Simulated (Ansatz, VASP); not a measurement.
## One calculation of InSb3, two programs

The input INCAR:

```
  PREC = Accurate
  ENCUT = 600
  EDIFF = 1E-6
  ISMEAR = 0
  SIGMA = 0.1
  LREAL = F
  LASPH = T
  NELM = 80
  ALGO = Normal
  ISIF = 3
  LWAVE = F
  LCHARG = F
  GGA = PE
  IBRION = 2
  NSW = 90
  EDIFFG = -0.04
```

KPOINTS

```
Automatic mesh
0
Gamma
  6 6 6
```

The input POSCAR:

```
InSb3
1.0
    2.6257625300      1.5159847000      5.5034636300
   -2.6257625300      1.5159847000      5.5034636300
    0.0000000000     -3.0319694100      5.5034636300
In Sb
1 3
Direct
    0.5000000000      0.5000000000      0.5000000000
    0.0000000000      0.0000000000      0.5000000000
    0.5000000000      0.0000000000      0.0000000000
    0.0000000000      0.5000000000      0.0000000000
```

Input for Ansatz:

```yaml
crystal:
  lattice:
    - [2.62576253, 1.5159847, 5.50346363]
    - [-2.62576253, 1.5159847, 5.50346363]
    - [0.0, -3.03196941, 5.50346363]
  atoms:
    - { symbol: In, position: [0.5, 0.5, 0.5] }
    - { symbol: Sb, position: [0.0, 0.0, 0.5] }
    - { symbol: Sb, position: [0.5, 0.0, 0.0] }
    - { symbol: Sb, position: [0.0, 0.5, 0.0] }
basis:
  ecutwfc: 420
kpoints:
  mp_grid: { grid: [6, 6, 6] }
hamiltonian:
  xc: pbe
scf:
  occupations: { method: gaussian, width: 0.1 }
  lower_state_search: "off"
output:
  forces: true
  stress: true
  eigenvalues: true
relax:
  adjacent_minimum: "off"
  f_tol: 0.04
  max_steps: 70
  cell: { stress_tol: 0.4 }
```

Alike in both runs: task relaxation of cell and atoms; functional PBE; k mesh 6 × 6 × 6; occupations gaussian, width 0.1 eV; no spin polarisation.

|  | VASP | Ansatz |
| --- | --- | --- |
| version | VASP 6.6.1 | Ansatz 0.2.0 |
| potentials or method | VASP PAW PBE potentials, release 64 (In_d, Sb), cutoff 600 eV | scalar-relativistic, plane waves, PAW |
| valence electrons in the cell | 28 | 58 |

```tsv
	VASP	Ansatz	Ansatz less VASP
gap on the k mesh at the Fermi level, each at its own relaxed structure (eV)	none	none	-
relaxed volume (Å³/atom)	27.83	27.82	-0.015
relaxed cell length with the largest relative difference (Å)	4.811	4.810	-0.0008
```

A gap of «none» marks a metal or a gap that the smearing closes. VASP's potentials hold 28 valence electrons a cell and Ansatz's 58, so a difference there can come from the potentials and not from the codes.

Spin-orbit coupling is off throughout. Noted on VASP's run: the volume moved by over 15 % at a fixed basis, so the end points are rough.
